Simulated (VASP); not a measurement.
# Si (C2/m) in VASP: further runs

The runs below take Si through single point, with PBE.

Program: VASP 6.6.1. These are calculated values, not measurements. Logs are shortened: lines on timing, memory, paths and dates and some standing lists are left out, and cuts for length are marked.

## (1) The cell of the first run

Symmetry: C2/m, No. 12, monoclinic system. The conventional cell has a = 13.907 Å, b = 3.871 Å, c = 6.361 Å, α = 90.00°, β = 96.83°, γ = 90.00°. Within 3.1 Å of Si (site symmetry m) lie 4 Si at 2.35 to 2.39 Å. Si (site symmetry m) has 4 Si at 2.39 to 2.42 Å within 3.2 Å. Within 3.1 Å of Si (site symmetry m) lie 4 Si at 2.33 to 2.35 Å. Within 3.1 Å of Si (site symmetry m) lie 4 Si at 2.33 to 2.42 Å.

## (2) Single point, PBE

INCAR reads:

```
SYSTEM = Si
PREC     = Accurate       ! precision mode
ENCUT    = 520            ! plane-wave cutoff, eV
EDIFF    = 1E-7           ! SCF threshold, eV
ISMEAR   = 0              ! smearing method
SIGMA    = 0.01           ! smearing width, eV
LREAL    = .FALSE.        ! projectors in reciprocal space
LASPH    = .TRUE.         ! aspherical terms in the spheres
NELM     = 60             ! most SCF steps
ALGO     = Normal         ! electronic algorithm
ISIF     = 2              ! what is computed and relaxed
LWAVE    = .FALSE.        ! write WAVECAR
LCHARG   = .FALSE.        ! write CHGCAR
GGA      = PE             ! functional
NBANDS   = 26             ! bands
```

KPOINTS reads:

```
Automatic mesh
0
G
  6 6 4
  0 0 0
```

POSCAR reads:

```
Si
1.0
    6.9537342609     -1.9357013875     -0.0026534040
    6.9537342609      1.9357013875     -0.0026534040
   -0.7535425791      0.0000000000      6.3158160394
Si
8
Direct
    0.0556682454      0.0556682454      0.8739423691
    0.9443317546      0.9443317546      0.1260576309
    0.5592120450      0.5592120450      0.6536874484
    0.4407879550      0.4407879550      0.3463125516
    0.2129120558      0.2129120558      0.0569426968
    0.7870879442      0.7870879442      0.9430573032
    0.7270756498      0.7270756498      0.5855615805
    0.2729243502      0.2729243502      0.4144384195
```

Potentials or basis: VASP PAW PBE potentials, release 64 (Si).

Launch:

```console
cat potpaw_PBE.64/Si/POTCAR > POTCAR
mpirun -np 1 vasp_std > vasp.out
```

OUTCAR:

```text
SYSTEM = Si
   PREC = Accurate
   ENCUT = 520
   EDIFF = 1E-7
   ISMEAR = 0
   LREAL = .FALSE.
   LASPH = .TRUE.
   NELM = 60
   ISIF = 2
   GGA = PE

 ion  position               nearest neighbor table
   1  0.056  0.056  0.874-   5 2.35   2 2.36   3 2.39   3 2.39
   2  0.944  0.944  0.126-   6 2.35   1 2.36   4 2.39   4 2.39
   3  0.559  0.559  0.654-   1 2.39   1 2.39   4 2.40   7 2.42
   4  0.441  0.441  0.346-   2 2.39   2 2.39   3 2.40   8 2.42
   5  0.213  0.213  0.057-   8 2.33   6 2.35   6 2.35   1 2.35
   6  0.787  0.787  0.943-   7 2.33   5 2.35   5 2.35   2 2.35
   7  0.727  0.727  0.586-   6 2.33   8 2.35   8 2.35   3 2.42
   8  0.273  0.273  0.414-   5 2.33   7 2.35   7 2.35   4 2.42

  LATTYP: Found a base centered monoclinic cell.
 ALAT       =    13.9074695343
 B/A-ratio  =     0.2783685965
 C/A-ratio  =     0.4573520663
 COS(beta)  =    -0.1188490601

  Lattice vectors:

 A1 = (   6.9537342609,  -1.9357013875,  -0.0026534040)
 A2 = (   6.9537342609,   1.9357013875,  -0.0026534040)
 A3 = (  -0.7535425791,   0.0000000000,   6.3158160394)

Analysis of symmetry for initial positions (statically):
=====================================================================
 Subroutine PRICEL returns:
 Original cell was already a primitive cell.

 Routine SETGRP: Setting up the symmetry group for a
 base centered monoclinic supercell.

 Subroutine GETGRP returns: Found  4 space group operations
 (whereof  4 operations were pure point group operations)
 out of a pool of  4 trial point group operations.

The static configuration has the point symmetry C_2h.

Analysis of symmetry for dynamics (positions and initial velocities):
=====================================================================
 Subroutine PRICEL returns:
 Original cell was already a primitive cell.

 Routine SETGRP: Setting up the symmetry group for a
 base centered monoclinic supercell.

 Subroutine GETGRP returns: Found  4 space group operations
 (whereof  4 operations were pure point group operations)
 out of a pool of  4 trial point group operations.

The dynamic configuration has the point symmetry C_2h.

 Subroutine INISYM returns: Found  4 space group operations
 (whereof  4 operations are pure point group operations),
 and found     1 'primitive' translations

----------------------------------------------------------------------------------------

                                     Primitive cell

  volume of cell :     170.0185

  direct lattice vectors                    reciprocal lattice vectors
     6.953734261 -1.935701387 -0.002653404     0.071907086 -0.258304304  0.008579264
     6.953734261  1.935701387 -0.002653404     0.071907086  0.258304304  0.008579264
    -0.753542579  0.000000000  6.315816039     0.000060419  0.000000000  0.158339876

  length of vectors
     7.218127671  7.218127671  6.360609928     0.268263576  0.268263576  0.158339888

  position of ions in fractional coordinates (direct lattice)
     0.055668245  0.055668245  0.873942369
     0.944331755  0.944331755  0.126057631
     0.559212045  0.559212045  0.653687448
     0.440787955  0.440787955  0.346312552
     0.212912056  0.212912056  0.056942697
     0.787087944  0.787087944  0.943057303
     0.727075650  0.727075650  0.585561580
     0.272924350  0.272924350  0.414438420

  ion indices of the primitive-cell ions
   primitive index   ion index
                 1           1
                 2           2
                 3           3
                 4           4
                 5           5
                 6           6
                 7           7
                 8           8

----------------------------------------------------------------------------------------

 KPOINTS: Automatic mesh

Automatic generation of k-mesh.
 Grid dimensions read from file:
 generate k-points for:    6    6    4

 Generating k-lattice:

  Cartesian coordinates                     Fractional coordinates (reciprocal lattice)
     0.011984514 -0.043050717  0.001429877     0.166666667  0.000000000  0.000000000
     0.011984514  0.043050717  0.001429877     0.000000000  0.166666667  0.000000000
     0.000015105  0.000000000  0.039584969     0.000000000  0.000000000  0.250000000

  Length of vectors
     0.044710596  0.044710596  0.039584972

  Shift w.r.t. Gamma in fractional coordinates (k-lattice)
     0.000000000  0.000000000  0.000000000

 Subroutine IBZKPT returns following result:
 ===========================================

 Found     47 irreducible k-points:

 Following reciprocal coordinates:
            Coordinates               Weight
  0.000000  0.000000  0.000000      1.000000
  0.166667  0.000000  0.000000      4.000000
  0.333333  0.000000  0.000000      4.000000
  0.500000 -0.000000  0.000000      2.000000
  0.166667  0.166667 -0.000000      2.000000
  0.333333  0.166667  0.000000      4.000000
[... 16 lines left out ...]
 -0.333333  0.166667  0.250000      4.000000
 -0.166667  0.166667  0.250000      4.000000
 [... further k-points ...]
   k-points           NKPTS =     47   k-points in BZ     NKDIM =     47   number of bands    NBANDS=     26
   number of dos      NEDOS =    301   number of ions     NIONS =      8
   total plane-waves  NPLWV = 139968
   dimension x,y,z NGX =    54 NGY =   54 NGZ =   48
   dimension x,y,z NGXF=   108 NGYF=  108 NGZF=   96
   ions per type =               8
   NGX,Y,Z   is equivalent  to a cutoff of  12.44, 12.44, 12.55 a.u.
   NGXF,Y,Z  is equivalent  to a cutoff of  24.87, 24.87, 25.09 a.u.
 SYSTEM =  Si
   PREC   = accura    normal or accurate (medium, high low for compatibility)
   ISTART =      0    job   : 0-new  1-cont  2-samecut
   ICHARG =      2    charge: 1-file 2-atom 10-const
   ISPIN  =      1    spin polarized calculation?
   LNONCOLLINEAR =      F non collinear calculations
   LSORBIT =      F    spin-orbit coupling
   LASPH  =      T    aspherical Exc in radial PAW
   ENCUT  =  520.0 eV  38.22 Ry    6.18 a.u.  13.42 13.42 11.83*2*pi/ulx,y,z
   NELM   =     60;   NELMIN=  2; NELMDL= -5     # of ELM steps
   EDIFF  = 0.1E-06   stopping-criterion for ELM
   LREAL  =      F    real-space projection
   EDIFFG = 0.1E-05   stopping-criterion for IOM
   NSW    =      0    number of steps for IOM
   IBRION =     -1    ionic relax: 0-MD 1-quasi-New 2-CG
   NFREE  =      0    steps in history (QN), initial steepest desc. (CG)
   ISIF   =      2    stress and relaxation
   ISYM   =      2    0-nonsym 1-usesym 2-fastsym
   POTIM  = 0.5000    time-step for ionic-motion
   TEBEG  =    0.0;   TEEND  =   0.0 temperature during run
   PSTRESS=    0.0 pullay stress
   NELECT =      32.0000    total number of electrons
   NUPDOWN=      -1.0000    fix difference up-down
   EMIN   =  10.00;   EMAX   =-10.00  energy-range for DOS
   EFERMI =   0.00;   METHOD = LEGACY
   ISMEAR =     0;   SIGMA  =   0.01  broadening in eV -4-tet -1-fermi 0-gaus
   EFERMI_NEDOS =   21; number of points for ismear=-14 and -15
   IALGO  =     38    algorithm
   IMIX   =      4    mixing-type and parameters
     AMIX     =   0.40;   BMIX     =  1.00
     AMIX_MAG =   1.60;   BMIX_MAG =  1.00
  volume/ion in A,a.u.               =      21.25       143.42
  Fermi-wavevector in a.u.,A,eV,Ry     =   0.938194  1.772930 11.975963  0.880208
  Thomas-Fermi vector in A             =   2.065381
   LORBIT       =      0    0 simple, 1 ext, 2 COOP (PROOUT), +10 PAW based schemes
   GGA     = PE    functional components
   LHFCALC =     F    Hartree Fock is set to
   AEXX    =    0.0000 exact exchange contribution
   IVDW    =     0    specifies the selected vdW correction
   LEPSILON=     F    determine dielectric tensor
   LRPA    =     F    only Hartree local field effects (RPA)
 non-spin polarized calculation
 Gauss-broadening in eV      SIGMA  =   0.01
  energy-cutoff  :      520.00
  volume of cell :      170.02
 maximum number of plane-waves:      4594
 NGX is ok and might be reduce to    54
   NGX = 27   NGY = 27   NGZ = 23

 number of electron      31.9999999 magnetization

 Free energy of the ion-electron system (eV)
  ---------------------------------------------------
  ext. energy  EPLUGINS =         0.00000000
  ---------------------------------------------------
  free energy    TOTEN  =       -42.83003526 eV

  energy without entropy =      -42.83003526  energy(sigma->0) =      -42.83003526

 E-fermi :   5.5078     XC(G=0):  -9.0891

 val. band max:        5.4456288907   @ k =   0.0000   0.0000   0.0000
 cond. band min:       5.7178270555   @ k =   0.5000   0.5000   0.5000
 fundamental gap:      0.2721981648
 Fermi energy:         5.5077579349

 k-point     1 :       0.0000    0.0000    0.0000
  band No.  band energies     occupation
      1      -6.6290      2.00000
      2      -4.4167      2.00000
      3      -4.1973      2.00000
      4      -3.6485      2.00000
      5      -1.8163      2.00000
      6      -1.2853      2.00000
[... 18 lines left out ...]
     25       8.9948      0.00000
     26       9.0350      0.00000

 k-point     2 :       0.1667    0.0000    0.0000
  band No.  band energies     occupation
      1      -6.3746      2.00000
      2      -4.3904      2.00000
      3      -3.7744      2.00000
      4      -3.4299      2.00000
      5      -2.0543      2.00000
      6      -1.2480      2.00000
[... 18 lines left out ...]
     25       9.2108      0.00000
     26       9.5339      0.00000

 k-point     3 :       0.3333    0.0000    0.0000
  band No.  band energies     occupation
      1      -5.6297      2.00000
      2      -3.9983      2.00000
      3      -3.3317      2.00000
      4      -2.7898      2.00000
      5      -2.6726      2.00000
      6      -1.4343      2.00000
[... 572 lines left out ...]
 k-point    23 :      -0.3333    0.1667    0.2500
  band No.  band energies     occupation
      1      -4.5298      2.00000
      2      -4.0828      2.00000
      3      -3.8404      2.00000
      4      -2.5892      2.00000
      5      -2.3781      2.00000
      6      -1.2833      2.00000
[... 18 lines left out ...]
     25       9.5115      0.00000
     26       9.8631      0.00000

 k-point    24 :      -0.1667    0.1667    0.2500
  band No.  band energies     occupation
      1      -5.5218      2.00000
      2      -4.1793      2.00000
      3      -3.4028      2.00000
      4      -2.7866      2.00000
      5      -2.4022      2.00000
      6      -1.6678      2.00000
[... 18 lines left out ...]
     25       9.8872      0.00000
     26      10.0987      0.00000

 [... further k-points ...]

------------------------ aborting loop because EDIFF is reached ----------------------------------------

  FORCE on cell =-STRESS in cart. coord.  units (eV):
  Direction    XX          YY          ZZ          XY          YZ          ZX
  --------------------------------------------------------------------------------------
  -------------------------------------------------------------------------------------
  Total       -0.0762119     -0.0765010     -0.0753157      0.0000000      0.0000000     -0.0035101
  in kB       -0.7181860     -0.7209109     -0.7097411      0.0000000      0.0000000     -0.0330777
  external PRESSURE =      -0.7162793 kB  Pullay stress =       0.0000000 kB

 VOLUME and BASIS-vectors are now :
 -----------------------------------------------------------------------------
  energy-cutoff  :      520.00
  volume of cell :      170.02
      direct lattice vectors                 reciprocal lattice vectors
     6.953734261 -1.935701387 -0.002653404     0.071907086 -0.258304304  0.008579264
     6.953734261  1.935701387 -0.002653404     0.071907086  0.258304304  0.008579264
    -0.753542579  0.000000000  6.315816039     0.000060419  0.000000000  0.158339876

 POSITION                                       TOTAL-FORCE (eV/Angst)
 -----------------------------------------------------------------------------------
      0.11565      0.00000      5.51936         0.001921      0.000000      0.002710
     13.03827      0.00000      0.79115        -0.001921      0.000000     -0.002710
      7.28464      0.00000      4.12560         0.000089      0.000000      0.000328
      5.86928      0.00000      2.18491        -0.000089      0.000000     -0.000328
      2.91816      0.00000      0.35851         0.004009      0.000000     -0.000635
     10.23577      0.00000      5.95200        -0.004009      0.000000      0.000635
      9.67054      0.00000      3.69444         0.002826      0.000000      0.001425
      3.48339      0.00000      2.61607        -0.002826      0.000000     -0.001425
 -----------------------------------------------------------------------------------
    total drift:                               -0.000000      0.000000      0.000000

  FREE ENERGIE OF THE ION-ELECTRON SYSTEM (eV)
  ---------------------------------------------------
  free  energy   TOTEN  =       -42.8300352642 eV

  energy  without entropy=      -42.8300352642  energy(sigma->0) =      -42.83003526
```

Run time: 4.7 min. Hardware: 1 thread of Intel Xeon Platinum 8488C (Sapphire Rapids), shared host; peak memory 0.41 GiB.

What came out:

```yaml
Free_energy: -42.8300 eV
Pressure: -0.1 GPa
Largest_force: 0.004 eV/Å
Band_gap_on_the_k_mesh: 0.27 eV (least direct gap 0.52 eV)
```

Forces in eV/Å, atoms in the order of the input:
```
Si   0.002  0.000  0.003
Si  -0.002  0.000 -0.003
Si   0.000  0.000  0.000
Si   0.000  0.000  0.000
Si   0.004  0.000 -0.001
Si  -0.004  0.000  0.001
Si   0.003  0.000  0.001
Si  -0.003  0.000 -0.001
```

Levels at points of the mesh, in eV from the valence-band top:
```csv
k point,band 14,band 15,band 16,band 17,band 18,band 19
"(0.00, 0.00, 0.00)",-0.75,-0.39,0.00,0.52,1.49,1.64
"(0.50, 0.00, 0.00)",-2.76,-2.20,-1.89,0.83,1.52,1.87
"(0.50, 0.50, 0.00)",-1.14,-0.79,-0.41,0.37,1.19,2.10
"(0.00, 0.00, 0.50)",-1.30,-1.06,-0.96,0.88,1.24,1.79
"(0.50, 0.00, 0.50)",-1.94,-1.73,-1.44,0.98,1.34,1.55
"(0.50, 0.50, 0.50)",-1.51,-1.16,-0.80,0.27,1.19,1.32
```

A k mesh can miss the band edges.

## (3) Single point, PBE (21.89 Å³/atom)

This run uses another cell than the first one, of 21.89 Å³/atom.

INCAR reads:

```
SYSTEM = Si
ALGO = Normal ; EDIFF = 1E-6
ENCUT = 520 ; GGA = PE
ISIF = 2 ; ISMEAR = 0
LASPH = .True. ; LCHARG = .True.
LELF = .True. ; LREAL = .False.
LVHAR = .True. ; LWAVE = .False.
NBANDS = 26 ; NELM = 80
PREC = Accurate ; SIGMA = 0.01
```

KPOINTS reads:

```
k-points
0
Gamma
  6 6 4
  0 0 0
```

Edit POSCAR of step 2 so:

```diff
@@ -2,5 +2,5 @@
 1.0
-    6.9537342609     -1.9357013875     -0.0026534040
-    6.9537342609      1.9357013875     -0.0026534040
-   -0.7535425791      0.0000000000      6.3158160394
+    7.0225875928     -1.9548679942     -0.0026796770
+    7.0225875928      1.9548679942     -0.0026796770
+   -0.7610038819      0.0000000000      6.3783529385
 Si
```

Potentials or basis: VASP PAW PBE potentials, release 64 (Si).

Launch:

```console
cat potpaw_PBE.64/Si/POTCAR > POTCAR
mpirun -np 1 vasp_std > vasp.out
```

It took 4.1 min on 1 thread of Intel Xeon Platinum 8488C (Sapphire Rapids), shared host; peak memory 0.42 GiB.

Results (log left out):

```yaml
Free_energy: -42.7898 eV
Pressure: -2.4 GPa
Largest_force: 0.083 eV/Å
Band_gap_on_the_k_mesh: 0.30 eV (least direct gap 0.55 eV)
```

Forces on the atoms (eV/Å):
```
Si   0.068  0.000  0.023
Si  -0.068  0.000 -0.023
Si   0.035  0.000  0.044
Si  -0.035  0.000 -0.044
Si   0.079  0.000 -0.024
Si  -0.079  0.000  0.024
Si   0.022  0.000  0.052
Si  -0.022  0.000 -0.052
```

Stress tensor (GPa, compression positive):
```
-2.29  0.00 -0.11
 0.00 -2.40  0.00
-0.11  0.00 -2.53
```

Levels at points of the mesh, in eV from the valence-band top:
| k point | band 14 | band 15 | band 16 | band 17 | band 18 | band 19 |
| --- | --- | --- | --- | --- | --- | --- |
| (0.00, 0.00, 0.00) | -0.73 | -0.39 | 0.00 | 0.55 | 1.50 | 1.57 |
| (0.50, 0.00, 0.00) | -2.68 | -2.14 | -1.85 | 0.87 | 1.50 | 1.90 |
| (0.50, 0.50, 0.00) | -1.11 | -0.78 | -0.40 | 0.42 | 1.19 | 2.04 |
| (0.00, 0.00, 0.50) | -1.27 | -1.03 | -0.94 | 0.90 | 1.22 | 1.81 |
| (0.50, 0.00, 0.50) | -1.89 | -1.69 | -1.41 | 0.97 | 1.28 | 1.56 |
| (0.50, 0.50, 0.50) | -1.47 | -1.14 | -0.79 | 0.30 | 1.11 | 1.34 |

A k mesh can miss the band edges.
